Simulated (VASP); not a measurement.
Input of a VASP 6.6.1 run:

Contents of POSCAR:

```
Cu
1.0
    2.4398527560      0.0000000000      0.0000000000
   -1.2199263780      2.1129744682      0.0000000000
    0.0000000000      0.0000000000      4.0293902431
Cu
2
Direct
    0.3333333333      0.6666666667      0.2500000000
    0.6666666667      0.3333333333      0.7500000000
```

The input INCAR.step1:

```
SYSTEM = Cu
PREC = Accurate ; ENCUT = 520
ISMEAR = -1 ; SIGMA = 0.05
LREAL = .FALSE. ; LASPH = .TRUE.
NELM = 60 ; NBANDS = 18
GGA = PE ; ALGO = Normal
EDIFF = 1E-4 ; LWAVE = .TRUE.
LCHARG = .FALSE.
```

The input INCAR.step2:

```
SYSTEM = Cu
PREC = Accurate ; ENCUT = 520
EDIFF = 1E-6 ; ISMEAR = -1
SIGMA = 0.05 ; LREAL = .FALSE.
LASPH = .TRUE. ; NELM = 60
ALGO = Normal ; ISIF = 2
LWAVE = .FALSE. ; LCHARG = .FALSE.
METAGGA = R2SCAN ; LMIXTAU = .TRUE.
NBANDS = 18 ; ISTART = 1
```

The input KPOINTS:

```
Automatic mesh
0
G
  9 9 5
  0 0 0
```

Potentials or basis: VASP PAW PBE potentials, release 64 (Cu).

Run with:

```sh
$ cat potpaw_PBE.64/Cu/POTCAR > POTCAR
$ cp INCAR.step1 INCAR
$ mpirun -np 1 vasp_std > vasp.out
$ cp INCAR.step2 INCAR
$ mpirun -np 1 vasp_std > vasp.out
```

(1) Estimate the band gap on the k mesh.

(2) What does it give for the pressure?

## Answers

(1) zero (band 11 reaches 13.65 eV, above the bottom of band 12 at 6.95 eV).

(2) 20.7 GPa.

Caveat: the PAW data sets were made with another functional, which shifts forces and pressure a little.
